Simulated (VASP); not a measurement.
# MgI2 (P-3m1) in VASP: a series of runs

MgI2 is run at these levels: LDA; tasks: single point.

Everything below comes from runs of VASP 6.6.1. Logs are shortened: lines on timing, memory, paths and dates and some standing lists are left out, and cuts for length are marked.

**1. The cell of the first run**

The structure is trigonal, space group P-3m1 (No. 164). The conventional cell has a = 4.041 Å, b = 4.041 Å, c = 6.629 Å, α = 90.00°, β = 90.00°, γ = 120.00°. Mg (site symmetry -3m) has 6 I at 2.77 Å within 3.7 Å. Within 3.7 Å of I (site symmetry 3m) lie 3 Mg at 2.77 Å.

**2. Single point, LDA**

Input file INCAR:

```
SYSTEM = MgI2
PREC = Accurate
ENCUT = 520
EDIFF = 1E-6
ISMEAR = 0
SIGMA = 0.05
LREAL = .False.
LASPH = .True.
NELM = 80
ALGO = Normal
ISIF = 2
LWAVE = .False.
LCHARG = .True.
GGA = CA
LELF = .True.
LVHAR = .True.
NBANDS = 15
```

Input file KPOINTS:

```
Automatic mesh
0
Gamma
  6 6 4
  0 0 0
```

Input file POSCAR:

```
MgI2
1.0
    4.0409034065      0.0000000000      0.0000000000
   -2.0204517033      3.4995250043      0.0000000000
    0.0000000000      0.0000000000      6.6285688777
Mg I
1 2
Direct
    0.0000000000      0.0000000000      0.0000000000
    0.3333333333      0.6666666667      0.7747750392
    0.6666666667      0.3333333333      0.2252249608
```

Potentials or basis: VASP PAW LDA potentials, release 64 (Mg, I).

Run with:

```bash
$ cat potpaw_LDA.64/Mg/POTCAR potpaw_LDA.64/I/POTCAR > POTCAR
$ mpirun -np 1 vasp_std > vasp.out
```

OUTCAR:

```text
SYSTEM = MgI2
   PREC = Accurate
   ENCUT = 520
   EDIFF = 1E-6
   ISMEAR = 0
   LREAL = .False.
   LASPH = .True.
   NELM = 80
   ISIF = 2
   GGA = CA

 ion  position               nearest neighbor table
   1  0.000  0.000  0.000-   2 2.77   3 2.77   3 2.77   2 2.77   3 2.77   2 2.77
   2  0.333  0.667  0.775-   1 2.77   1 2.77   1 2.77
   3  0.667  0.333  0.225-   1 2.77   1 2.77   1 2.77

  LATTYP: Found a hexagonal cell.
 ALAT       =     4.0409034065
 C/A-ratio  =     1.6403680590

  Lattice vectors:

 A1 = (   4.0409034065,   0.0000000000,   0.0000000000)
 A2 = (  -2.0204517033,   3.4995250043,   0.0000000000)
 A3 = (   0.0000000000,   0.0000000000,   6.6285688777)

Analysis of symmetry for initial positions (statically):
=====================================================================
 Subroutine PRICEL returns:
 Original cell was already a primitive cell.

 Routine SETGRP: Setting up the symmetry group for a
 hexagonal supercell.

 Subroutine GETGRP returns: Found 12 space group operations
 (whereof 12 operations were pure point group operations)
 out of a pool of 24 trial point group operations.

The static configuration has the point symmetry D_3d.

Analysis of symmetry for dynamics (positions and initial velocities):
=====================================================================
 Subroutine PRICEL returns:
 Original cell was already a primitive cell.

 Routine SETGRP: Setting up the symmetry group for a
 hexagonal supercell.

 Subroutine GETGRP returns: Found 12 space group operations
 (whereof 12 operations were pure point group operations)
 out of a pool of 24 trial point group operations.

The dynamic configuration has the point symmetry D_3d.

 Subroutine INISYM returns: Found 12 space group operations
 (whereof 12 operations are pure point group operations),
 and found     1 'primitive' translations

----------------------------------------------------------------------------------------

                                     Primitive cell

  volume of cell :      93.7362

  direct lattice vectors                    reciprocal lattice vectors
     4.040903407  0.000000000  0.000000000     0.247469414  0.142876533  0.000000000
    -2.020451703  3.499525004  0.000000000     0.000000000  0.285753066  0.000000000
     0.000000000  0.000000000  6.628568878     0.000000000  0.000000000  0.150862127

  length of vectors
     4.040903407  4.040903407  6.628568878     0.285753066  0.285753066  0.150862127

  position of ions in fractional coordinates (direct lattice)
     0.000000000  0.000000000  0.000000000
     0.333333333  0.666666667  0.774775039
     0.666666667  0.333333333  0.225224961

  ion indices of the primitive-cell ions
   primitive index   ion index
                 1           1
                 2           2
                 3           3

----------------------------------------------------------------------------------------

 KPOINTS: Automatic mesh

Automatic generation of k-mesh.
 Grid dimensions read from file:
 generate k-points for:    6    6    4

 Generating k-lattice:

  Cartesian coordinates                     Fractional coordinates (reciprocal lattice)
     0.041244902  0.023812756  0.000000000     0.166666667  0.000000000  0.000000000
     0.000000000  0.047625511  0.000000000     0.000000000  0.166666667  0.000000000
     0.000000000  0.000000000  0.037715532     0.000000000  0.000000000  0.250000000

  Length of vectors
     0.047625511  0.047625511  0.037715532

  Shift w.r.t. Gamma in fractional coordinates (k-lattice)
     0.000000000  0.000000000  0.000000000

 Subroutine IBZKPT returns following result:
 ===========================================

 Found     24 irreducible k-points:

 Following reciprocal coordinates:
            Coordinates               Weight
  0.000000  0.000000  0.000000      1.000000
  0.166667  0.000000  0.000000      6.000000
  0.333333  0.000000  0.000000      6.000000
  0.500000  0.000000  0.000000      3.000000
  0.166667  0.166667  0.000000      6.000000
  0.333333  0.166667  0.000000     12.000000
[... 16 lines left out ...]
  0.333333  0.166667  0.500000     12.000000
  0.333333  0.333333  0.500000      2.000000
   k-points           NKPTS =     24   k-points in BZ     NKDIM =     24   number of bands    NBANDS=     15
   number of dos      NEDOS =    301   number of ions     NIONS =      3
   total plane-waves  NPLWV =  45000
   dimension x,y,z NGX =    30 NGY =   30 NGZ =   50
   dimension x,y,z NGXF=    60 NGYF=   60 NGZF=  100
   ions per type =               1   2
   NGX,Y,Z   is equivalent  to a cutoff of  12.34, 12.34, 12.54 a.u.
   NGXF,Y,Z  is equivalent  to a cutoff of  24.68, 24.68, 25.08 a.u.
 SYSTEM =  MgI2
   PREC   = accura    normal or accurate (medium, high low for compatibility)
   ISTART =      0    job   : 0-new  1-cont  2-samecut
   ICHARG =      2    charge: 1-file 2-atom 10-const
   ISPIN  =      1    spin polarized calculation?
   LNONCOLLINEAR =      F non collinear calculations
   LSORBIT =      F    spin-orbit coupling
   LASPH  =      T    aspherical Exc in radial PAW
   ENCUT  =  520.0 eV  38.22 Ry    6.18 a.u.   7.51  7.51 12.32*2*pi/ulx,y,z
   NELM   =     80;   NELMIN=  2; NELMDL= -5     # of ELM steps
   EDIFF  = 0.1E-05   stopping-criterion for ELM
   LREAL  =      F    real-space projection
   EDIFFG = 0.1E-04   stopping-criterion for IOM
   NSW    =      0    number of steps for IOM
   IBRION =     -1    ionic relax: 0-MD 1-quasi-New 2-CG
   NFREE  =      0    steps in history (QN), initial steepest desc. (CG)
   ISIF   =      2    stress and relaxation
   ISYM   =      2    0-nonsym 1-usesym 2-fastsym
   POTIM  = 0.5000    time-step for ionic-motion
   TEBEG  =    0.0;   TEEND  =   0.0 temperature during run
   PSTRESS=    0.0 pullay stress
   NELECT =      16.0000    total number of electrons
   NUPDOWN=      -1.0000    fix difference up-down
   EMIN   =  10.00;   EMAX   =-10.00  energy-range for DOS
   EFERMI =   0.00;   METHOD = LEGACY
   ISMEAR =     0;   SIGMA  =   0.05  broadening in eV -4-tet -1-fermi 0-gaus
   EFERMI_NEDOS =   21; number of points for ismear=-14 and -15
   IALGO  =     38    algorithm
   IMIX   =      4    mixing-type and parameters
     AMIX     =   0.40;   BMIX     =  1.00
     AMIX_MAG =   1.60;   BMIX_MAG =  1.00
  volume/ion in A,a.u.               =      31.25       210.85
  Fermi-wavevector in a.u.,A,eV,Ry     =   0.908125  1.716108 11.220607  0.824691
  Thomas-Fermi vector in A             =   2.032014
   LORBIT       =      0    0 simple, 1 ext, 2 COOP (PROOUT), +10 PAW based schemes
   GGA     = CA    functional components
   LHFCALC =     F    Hartree Fock is set to
   AEXX    =    0.0000 exact exchange contribution
   IVDW    =     0    specifies the selected vdW correction
   LEPSILON=     F    determine dielectric tensor
   LRPA    =     F    only Hartree local field effects (RPA)
 non-spin polarized calculation
 Gauss-broadening in eV      SIGMA  =   0.05
  energy-cutoff  :      520.00
  volume of cell :       93.74
 maximum number of plane-waves:      2557
   NGX = 15   NGY = 15   NGZ = 25

 number of electron      15.9999998 magnetization

 Free energy of the ion-electron system (eV)
  ---------------------------------------------------
  ext. energy  EPLUGINS =         0.00000000
  ---------------------------------------------------
  free energy    TOTEN  =        -8.90560525 eV

  energy without entropy =       -8.90560525  energy(sigma->0) =       -8.90560525

 E-fermi :   3.3752     XC(G=0):  -8.8504

 val. band max:        3.1330344069   @ k =   0.0000   0.0000   0.0000
 cond. band min:       6.3991328110   @ k =   0.5000   0.0000   0.0000
 fundamental gap:      3.2660984041
 Fermi energy:         3.3752268099

 k-point     1 :       0.0000    0.0000    0.0000
  band No.  band energies     occupation
      1      -9.7483      2.00000
      2      -8.6545      2.00000
      3      -0.9269      2.00000
      4       2.2329      2.00000
      5       2.2329      2.00000
      6       2.7983      2.00000
      7       2.7983      2.00000
      8       3.1330      2.00000
      9       7.0248      0.00000
     10       7.4913      0.00000
     11       9.4753      0.00000
     12       9.4753      0.00000
     13      10.3091      0.00000
     14      10.8793      0.00000
     15      10.8793      0.00000

 k-point     2 :       0.1667    0.0000    0.0000
  band No.  band energies     occupation
      1      -9.5680      2.00000
      2      -8.5744      2.00000
      3      -0.7277      2.00000
      4       1.0496      2.00000
      5       1.8431      2.00000
      6       1.8487      2.00000
      7       2.7633      2.00000
      8       3.0568      2.00000
      9       7.8475      0.00000
     10       8.2614      0.00000
     11       9.1510      0.00000
     12      10.0119      0.00000
     13      10.1632      0.00000
     14      10.9769      0.00000
     15      11.3052      0.00000

 k-point     3 :       0.3333    0.0000    0.0000
  band No.  band energies     occupation
      1      -9.1227      2.00000
      2      -8.4465      2.00000
      3      -0.7537      2.00000
      4      -0.1769      2.00000
      5       0.7914      2.00000
      6       1.3252      2.00000
      7       2.5383      2.00000
      8       2.5650      2.00000
      9       6.8481      0.00000
     10       8.4600      0.00000
     11       9.1368      0.00000
     12      10.3357      0.00000
     13      11.1953      0.00000
     14      11.7896      0.00000
     15      11.9723      0.00000
[... 343 lines left out ...]
 k-point    23 :       0.3333    0.1667    0.5000
  band No.  band energies     occupation
      1      -8.7629      2.00000
      2      -8.4895      2.00000
      3      -1.1174      2.00000
      4      -0.5537      2.00000
      5       0.4562      2.00000
      6       1.2188      2.00000
      7       2.1785      2.00000
      8       2.4498      2.00000
      9       7.5799      0.00000
     10       8.5944      0.00000
     11       9.3713      0.00000
     12       9.8884      0.00000
     13      10.2035      0.00000
     14      11.3466      0.00000
     15      11.9473      0.00000

 k-point    24 :       0.3333    0.3333    0.5000
  band No.  band energies     occupation
      1      -8.5379      2.00000
      2      -8.5379      2.00000
      3      -0.9230      2.00000
      4      -0.3872      2.00000
      5      -0.3872      2.00000
      6       0.4726      2.00000
      7       2.4412      2.00000
      8       2.4412      2.00000
      9       8.4084      0.00000
     10       9.0088      0.00000
     11       9.0088      0.00000
     12      10.3187      0.00000
     13      11.1418      0.00000
     14      11.5111      0.00000
     15      11.5111      0.00000

------------------------ aborting loop because EDIFF is reached ----------------------------------------

  FORCE on cell =-STRESS in cart. coord.  units (eV):
  Direction    XX          YY          ZZ          XY          YZ          ZX
  --------------------------------------------------------------------------------------
  -------------------------------------------------------------------------------------
  Total        2.0818094      2.0818094      3.0517938     -0.0000000      0.0000000     -0.0000000
  in kB       35.5831345     35.5831345     52.1625038     -0.0000000      0.0000000     -0.0000000
  external PRESSURE =      41.1095910 kB  Pullay stress =       0.0000000 kB

 VOLUME and BASIS-vectors are now :
 -----------------------------------------------------------------------------
  energy-cutoff  :      520.00
  volume of cell :       93.74
      direct lattice vectors                 reciprocal lattice vectors
     4.040903407  0.000000000  0.000000000     0.247469414  0.142876533  0.000000000
    -2.020451703  3.499525004  0.000000000     0.000000000  0.285753066  0.000000000
     0.000000000  0.000000000  6.628568878     0.000000000  0.000000000  0.150862127

 POSITION                                       TOTAL-FORCE (eV/Angst)
 -----------------------------------------------------------------------------------
      0.00000      0.00000      0.00000        -0.000000      0.000000      0.000000
     -0.00000      2.33302      5.13565         0.000000      0.000000     -1.138524
      2.02045      1.16651      1.49292        -0.000000     -0.000000      1.138524
 -----------------------------------------------------------------------------------
    total drift:                                0.000000     -0.000000      0.000000

  FREE ENERGIE OF THE ION-ELECTRON SYSTEM (eV)
  ---------------------------------------------------
  free  energy   TOTEN  =        -8.9056052459 eV

  energy  without entropy=       -8.9056052459  energy(sigma->0) =       -8.90560525
```

It took 20 s on 1 thread of Intel Xeon Platinum 8488C (Sapphire Rapids), shared host; peak memory 0.18 GiB.

What came out:

```yaml
Free_energy: -8.9056 eV
Pressure: 4.1 GPa
Largest_force: 1.139 eV/Å
Band_gap_on_the_k_mesh: 3.27 eV, indirect (least direct gap 3.89 eV)
```

Forces in eV/Å, atoms in the order of the input:
```
Mg   0.000  0.000  0.000
I    0.000  0.000 -1.139
I    0.000  0.000  1.139
```

Caveat: spin-orbit coupling is left out, which moves the levels of the heavy elements; forces of over 1 eV/Å act on the atoms, so gaps and moduli don't describe the material at rest. A k mesh can miss the band edges.

**3. Single point, LDA**

Input file INCAR:

```
SYSTEM = MgI2
PREC     = Accurate       ! precision mode
ENCUT    = 520            ! plane-wave cutoff, eV
EDIFF    = 1E-6           ! SCF threshold, eV
ISMEAR   = 0              ! smearing method
SIGMA    = 0.05           ! smearing width, eV
LREAL    = .False.        ! projectors in reciprocal space
LASPH    = .True.         ! aspherical terms in the spheres
NELM     = 60             ! most SCF steps
ALGO     = Normal         ! electronic algorithm
ISIF     = 2              ! what is computed and relaxed
LWAVE    = .False.        ! write WAVECAR
LCHARG   = .False.        ! write CHGCAR
NBANDS   = 15             ! bands
```

KPOINTS is that of step 2.

Input file POSCAR:

```
MgI2
1.0
    4.0409034065      0.0000000000      0.0000000000
   -2.0204517033      3.4995250043      0.0000000000
    0.0000000000      0.0000000000      6.6285688777
Mg I
1 2
Direct
    0.0000000000      0.0000000000      0.0000000000
    0.3333333333      0.6666666667      0.7598241385
    0.6666666667      0.3333333333      0.2401758615
```

Potentials or basis: VASP PAW LDA potentials, release 64 (Mg, I).

Run with:

```bash
$ cat potpaw_LDA.64/Mg/POTCAR potpaw_LDA.64/I/POTCAR > POTCAR
$ mpirun -np 1 vasp_std > vasp.out
```

Wall time 20 s (1 thread of Intel Xeon Platinum 8488C (Sapphire Rapids), shared host); peak memory 0.18 GiB.

The run converged. Its results:

| Item | Value |
| --- | --- |
| Free energy | -9.0610 eV |
| Pressure | 1.8 GPa |
| Largest force | 0.445 eV/Å |
| Band gap on the k mesh | 3.33 eV, indirect (least direct gap 3.79 eV) |

Forces in eV/Å, atoms in the order of the input:
```
Mg   0.000  0.000  0.000
I    0.000  0.000 -0.445
I    0.000  0.000  0.445
```

Stress tensor (GPa, compression positive):
```
1.64 0.00 0.00
0.00 1.64 0.00
0.00 0.00 2.25
```

Levels at points of the mesh, in eV from the valence-band top:
```tsv
k point	band 5	band 6	band 7	band 8	band 9	band 10	band 11	band 12
(0.00, 0.00, 0.00)	-0.67	-0.18	-0.18	0.00	3.79	4.50	6.55	6.55
(0.50, 0.00, 0.00)	-2.25	-1.75	-1.17	-0.62	3.40	5.14	5.25	6.87
(0.00, 0.00, 0.50)	-0.55	-0.55	-0.30	-0.30	4.66	4.74	6.33	6.33
(0.50, 0.00, 0.50)	-1.55	-1.35	-1.02	-0.91	3.42	4.95	5.35	5.80
```

Caveat: spin-orbit coupling is left out, which moves the levels of the heavy elements.

**4. Single point, LDA**

INCAR, as its differences from that of step 3:

```diff
@@ -12,3 +12,5 @@
 LWAVE    = .False.        ! write WAVECAR
-LCHARG   = .False.        ! write CHGCAR
+LCHARG   = .True.         ! write CHGCAR
+LELF     = .True.         ! ELF
+LVHAR    = .True.       
 NBANDS   = 15             ! bands
```

KPOINTS is that of step 3.

Input file POSCAR:

```
MgI2
1.0
    4.0409034065      0.0000000000      0.0000000000
   -2.0204517033      3.4995250043      0.0000000000
    0.0000000000      0.0000000000      6.6285688777
Mg I
1 2
Direct
    0.0000000000      0.0000000000      0.0000000000
    0.3333333333      0.6666666667      0.7299223370
    0.6666666667      0.3333333333      0.2700776630
```

Potentials or basis: VASP PAW LDA potentials, release 64 (Mg, I).

Run with:

```bash
$ cat potpaw_LDA.64/Mg/POTCAR potpaw_LDA.64/I/POTCAR > POTCAR
$ mpirun -np 1 vasp_std > vasp.out
```

OUTCAR:

```text
SYSTEM = MgI2
   PREC = Accurate
   ENCUT = 520
   EDIFF = 1E-6
   ISMEAR = 0
   LREAL = .False.
   LASPH = .True.
   NELM = 60
   ISIF = 2

 ion  position               nearest neighbor table
   1  0.000  0.000  0.000-   2 2.94   3 2.94   3 2.94   2 2.94   3 2.94   2 2.94
   2  0.333  0.667  0.730-   1 2.94   1 2.94   1 2.94
   3  0.667  0.333  0.270-   1 2.94   1 2.94   1 2.94

  LATTYP: Found a hexagonal cell.
 ALAT       =     4.0409034065
 C/A-ratio  =     1.6403680590

  Lattice vectors:
[... 620 lines left out ...]

  FORCE on cell =-STRESS in cart. coord.  units (eV):
  Direction    XX          YY          ZZ          XY          YZ          ZX
  --------------------------------------------------------------------------------------
  -------------------------------------------------------------------------------------
  Total       -0.3499183     -0.3499183     -1.4802144      0.0000000      0.0000000     -0.0000000
  in kB       -5.9809464     -5.9809464    -25.3004274      0.0000000      0.0000000     -0.0000000
  external PRESSURE =     -12.4207734 kB  Pullay stress =       0.0000000 kB

 VOLUME and BASIS-vectors are now :
 -----------------------------------------------------------------------------
  energy-cutoff  :      520.00
  volume of cell :       93.74
      direct lattice vectors                 reciprocal lattice vectors
     4.040903407  0.000000000  0.000000000     0.247469414  0.142876533  0.000000000
    -2.020451703  3.499525004  0.000000000     0.000000000  0.285753066  0.000000000
     0.000000000  0.000000000  6.628568878     0.000000000  0.000000000  0.150862127

 POSITION                                       TOTAL-FORCE (eV/Angst)
 -----------------------------------------------------------------------------------
      0.00000      0.00000      0.00000        -0.000000      0.000000      0.000000
     -0.00000      2.33302      4.83834         0.000000      0.000000      0.742427
      2.02045      1.16651      1.79023         0.000000     -0.000000     -0.742427
 -----------------------------------------------------------------------------------
    total drift:                                0.000000     -0.000000     -0.000000

  FREE ENERGIE OF THE ION-ELECTRON SYSTEM (eV)
  ---------------------------------------------------
  free  energy   TOTEN  =        -8.9953985213 eV

  energy  without entropy=       -8.9953985213  energy(sigma->0) =       -8.99539852
```

Wall time 20 s (1 thread of Intel Xeon Platinum 8488C (Sapphire Rapids), shared host); peak memory 0.18 GiB.

What came out:

```
Free energy            : -8.9954 eV
Pressure               : -1.2 GPa
Largest force          : 0.742 eV/Å
Band gap on the k mesh : 3.03 eV, indirect (least direct gap 3.30 eV)
```

Forces in eV/Å, atoms in the order of the input:
```
Mg   0.000  0.000  0.000
I    0.000  0.000  0.742
I    0.000  0.000 -0.742
```

Stress tensor (GPa, compression positive):
```
-0.60  0.00  0.00
 0.00 -0.60  0.00
 0.00  0.00 -2.53
```

Caveat: spin-orbit coupling is left out, which moves the levels of the heavy elements. A k mesh can miss the band edges.

(Continued in part 2 of 2.)
